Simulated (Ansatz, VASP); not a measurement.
Te2Mo: VASP beside Ansatz

```
Te Mo
1.0
     3.47150    0.00000    0.00000
    -1.73575    3.00640    0.00000
     0.00000    0.00000   36.98055
Te Mo
8 4
Direct
  0.33333 0.66667 0.85827
  0.33333 0.66667 0.23060
  0.66667 0.33333 0.67233
  0.66667 0.33333 0.04456
  0.66667 0.33333 0.76940
  0.66667 0.33333 0.14173
  0.33333 0.66667 0.95544
  0.33333 0.66667 0.32767
  0.33333 0.66667 0.72078
  0.33333 0.66667 0.09315
  0.66667 0.33333 0.90685
  0.66667 0.33333 0.27922
```

Alike in both runs: functional LDA; k mesh 12 × 12 × 1; occupations gaussian, width 0.02 eV; no spin polarisation.

Ansatz relaxed the structure, and its values are those at the end. VASP's run is a single point on that final structure, the one shown.

|  | VASP | Ansatz |
| --- | --- | --- |
| version | VASP 6.6.1 | Ansatz 0.2.0 |
| potentials or method | VASP PAW LDA potentials, release 64 (Te, Mo_sv), cutoff 520 eV | scalar-relativistic, plane waves, PAW |
| valence electrons in the cell | 104 | 184 |

Ansatz gave:

- gap on the k mesh at the Fermi level (eV): 0.78
- least direct gap on the mesh (eV): 1.14
- rms of the force components (eV/Å): 0.000

Q: What did VASP give for the same quantities?

A: gap on the k mesh at the Fermi level (eV): 0.77; least direct gap on the mesh (eV): 1.14; rms of the force components (eV/Å): 0.027.

LDA's correlation is that of Perdew and Zunger in VASP and of Perdew and Wang (1992) in Ansatz. VASP's potentials hold 104 valence electrons a cell and Ansatz's 184, so a difference there can come from the potentials and not from the codes.

Spin-orbit coupling is off throughout.
